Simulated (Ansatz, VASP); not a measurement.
## One calculation of V3Ge, two programs

INCAR

```
SYSTEM = V3Ge
ALGO = Normal
EDIFF = 1E-6
ENCUT = 520
ISIF = 2
ISMEAR = 0
ISPIN = 2
LASPH = .TRUE.
LCHARG = .TRUE.
LELF = .TRUE.
LMAXMIX = 4
LORBIT = 11
LREAL = .FALSE.
LVHAR = .TRUE.
LWAVE = .FALSE.
MAGMOM = 0 0 0 0 0 0 0 0
NBANDS = 67
NELM = 150
PREC = Accurate
SIGMA = 0.1
```

The input KPOINTS:

```
k-points
0
G
  5 5 5
  0 0 0
```

POSCAR

```
V3Ge
1.0
    4.7680000000      0.0000000000      0.0000000000
    0.0000000000      4.7680000000      0.0000000000
    0.0000000000      0.0000000000      4.7680000000
Ge V
2 6
Direct
    0.0000000000      0.0000000000      0.0000000000
    0.5000000000      0.5000000000      0.5000000000
    0.2500000000      0.0000000000      0.5000000000
    0.5000000000      0.7500000000      0.0000000000
    0.7500000000      0.0000000000      0.5000000000
    0.5000000000      0.2500000000      0.0000000000
    0.0000000000      0.5000000000      0.7500000000
    0.0000000000      0.5000000000      0.2500000000
```

Input for Ansatz:

```yaml
crystal:
  lattice:
    - [4.768, 0.0, 0.0]
    - [0.0, 4.768, 0.0]
    - [0.0, 0.0, 4.768]
  atoms:
    - { symbol: Ge, position: [0.0, 0.0, 0.0] }
    - { symbol: Ge, position: [0.5, 0.5, 0.5] }
    - { symbol: V, position: [0.25, 0.0, 0.5] }
    - { symbol: V, position: [0.5, 0.75, 0.0] }
    - { symbol: V, position: [0.75, 0.0, 0.5] }
    - { symbol: V, position: [0.5, 0.25, 0.0] }
    - { symbol: V, position: [0.0, 0.5, 0.75] }
    - { symbol: V, position: [0.0, 0.5, 0.25] }
hamiltonian:
  xc: lda
  pseudopotentials: { kind: paw }
basis:
  ecutwfc: 420
kpoints:
  mp_grid: { grid: [5, 5, 5] }
scf:
  occupations: { method: gaussian, width: 0.1 }
  lower_state_search: "off"
output:
  forces: true
  stress: true
  write_density: true
  write_potential: true
  elf: true
  volumetric_format: npy
magnetization:
  spin_polarized: true
```

Alike in both runs: task single point; functional LDA; k mesh 5 × 5 × 5; occupations gaussian, width 0.1 eV; collinear spin.

|  | VASP | Ansatz |
| --- | --- | --- |
| version | VASP 6.6.1 | Ansatz 0.2.0 |
| potentials or method | VASP PAW LDA potentials, release 64 (Ge_d, V_sv), cutoff 520 eV | PAW, plane waves, scalar-relativistic |
| valence electrons in the cell | 106 | 106 |

```tsv
	VASP	Ansatz	Ansatz less VASP
pressure (GPa)	-12.2	-12.8	-0.61
```

LDA's correlation is that of Perdew and Zunger in VASP and of Perdew and Wang (1992) in Ansatz. Ansatz's warnings: no starting moments, stability check not made.
